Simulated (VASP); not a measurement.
**Rh: relaxation of cell and atoms with PBE**

Rh:

```
Rh
1.0
     0.00000    1.94465    1.94465
     1.94465    0.00000    1.94465
     1.94465    1.94465    0.00000
Rh
1
Direct
  0.00000 0.00000 0.00000
```

```json
{
 "Program": "VASP 6.6.1",
 "Task": "relaxation of cell and atoms",
 "Functional": "PBE",
 "Potentials or basis": "VASP PAW PBE potentials, release 64 (Rh_pv)",
 "Cutoff": "600 eV",
 "k mesh": "8 × 8 × 8",
 "Occupations": "gaussian, width 0.1 eV",
 "Spin": "no spin polarisation",
 "Dipole correction": "no",
 "Further INCAR settings": "ALGO = Normal; EDIFF = 1e-06; IBRION = 2; EDIFFG = -0.05; NSW = 80; ISIF = 3"
}
```

```yaml
Relaxed_volume: 14.10 Å³/atom
Relaxed_cell: a = 2.712 Å, b = 2.712 Å, c = 2.712 Å, α = 60.00°, β = 60.00°, γ = 60.00°
Space_group_after_relaxing_to_0.05_Å: Fm-3m (No. 225)
Energy_gained_by_relaxing: 20.1 meV/atom
Ionic_steps: 3
Pressure_after_relaxing: -0.4 GPa
```

Step by step:
```
step  energy change (eV)  largest force (eV/Å)  pressure (GPa)  volume (Å³)
   1              0.0000                0.0000           -9.83        14.71
   2              0.0806                0.0000           29.12        12.87
   3             -0.0201                0.0000           -0.40        14.10
```

Final structure:
```
Rh
1.0
     0.00000    1.91765    1.91765
     1.91765    0.00000    1.91765
     1.91765    1.91765    0.00000
Rh
1
Cartesian
  0.0000 0.0000 0.0000
```

Levels at points of the mesh, in eV from the Fermi level:
| k point | band 4 | band 5 | band 6 | band 7 | band 8 | band 9 | band 10 | band 11 |
| --- | --- | --- | --- | --- | --- | --- | --- | --- |
| (0.00, 0.00, 0.00) | -7.80 | -2.97 | -2.97 | -2.97 | -0.96 | -0.96 | 15.97 | 20.64 |
| (0.50, 0.00, 0.00) | -5.93 | -3.04 | -3.04 | 0.54 | 0.54 | 0.73 | 8.36 | 15.47 |
| (0.50, 0.50, 0.00) | -6.09 | -5.74 | 0.51 | 0.93 | 0.93 | 3.20 | 11.94 | 13.14 |

Wall time 8.1 s on 1 thread of Intel(R) Xeon(R) Platinum 8488C (Sapphire Rapids), with other jobs on the host, peak memory 0.14 GiB.
